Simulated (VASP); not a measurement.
Here is a VASP 6.6.1 calculation.

Contents of POSCAR:

```
Co
1.0
    2.4887749909      0.0000000000      0.0000000000
   -1.2443874955      2.1553423664      0.0000000000
    0.0000000000      0.0000000000      4.0429075271
Co
2
Direct
    0.3333333333      0.6666666667      0.2500000000
    0.6666666667      0.3333333333      0.7500000000
```

Contents of INCAR.step1:

```
PREC = Accurate
ENCUT = 520
ISMEAR = 0
SIGMA = 0.05
LREAL = F
LASPH = T
NELM = 150
ISPIN = 2
MAGMOM = 2.08 2.08
LMAXMIX = 4
NBANDS = 20
GGA = PE
ALGO = Normal
EDIFF = 1E-4
LWAVE = T
LCHARG = F
```

The input INCAR.step2:

```
PREC = Accurate
ENCUT = 520
EDIFF = 1E-6
ISMEAR = 0
SIGMA = 0.05
LREAL = F
LASPH = T
NELM = 150
ALGO = Normal
ISIF = 2
LWAVE = F
LCHARG = T
ISPIN = 2
MAGMOM = 2.08 2.08
LORBIT = 11
LMAXMIX = 4
METAGGA = R2SCAN
LMIXTAU = T
LELF = T
LVHAR = T
NBANDS = 20
ISTART = 1
```

KPOINTS

```
regular mesh
0
Gamma
  20 20 12
```

Potentials or basis: VASP PAW PBE potentials, release 64 (Co).

The run is started by

```console
$ cat potpaw_PBE.64/Co/POTCAR > POTCAR
$ cp INCAR.step1 INCAR
$ mpirun -np 1 vasp_std > vasp.out
$ cp INCAR.step2 INCAR
$ mpirun -np 1 vasp_std > vasp.out
```

Task: Estimate the net moment.

Result: 3.52 μB per cell.

Task: What does it give for the pressure?

Result: -4.5 GPa.

Task: What does it give for the site moments?

Result: Co +1.82 μB.

Caveat: the cell stands under tension; the PAW data sets were made with another functional, which shifts forces and pressure a little.
